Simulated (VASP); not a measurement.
# Ag: density of states with LDA

The system is Ag.

```xyz
2
Lattice="2.9300 0.0000 0.0000 -1.4650 2.5375 0.0000 0.0000 0.0000 4.7900" Properties=species:S:1:pos:R:3 pbc="T T T"
Ag    0.0000    1.6916    1.1975
Ag    1.4650    0.8458    3.5925
```

```
Program                 : VASP 6.6.1
Task                    : density of states
Functional              : LDA
Potentials or basis     : VASP PAW LDA potentials, release 64 (Ag)
Cutoff                  : 520 eV
k mesh                  : 14 × 14 × 8
Occupations             : fermi-dirac, width 0.05 eV
Spin                    : no spin polarisation
Dipole correction       : no
k mesh for the DOS      : 21 × 21 × 12
Occupations for the DOS : tetrahedron
Further INCAR settings  : ALGO = Normal; EDIFF = 1e-06
```

- Valence electrons inside the program's atomic spheres: Ag 9.83

Levels at points of the mesh, in eV from the Fermi level:
| k point | band 8 | band 9 | band 10 | band 11 | band 12 | band 13 | band 14 | band 15 |
| --- | --- | --- | --- | --- | --- | --- | --- | --- |
| (0.00, 0.00, 0.00) | -3.99 | -3.99 | -3.04 | -3.04 | -0.34 | 3.29 | 15.55 | 17.43 |
| (0.00, 0.00, 0.50) | -4.40 | -3.34 | -3.34 | -3.34 | -3.34 | 10.75 | 10.75 | 15.86 |

Run time: 50 s on 1 thread of Intel(R) Xeon(R) Platinum 8488C (Sapphire Rapids), with other jobs on the host, peak memory 0.26 GiB.
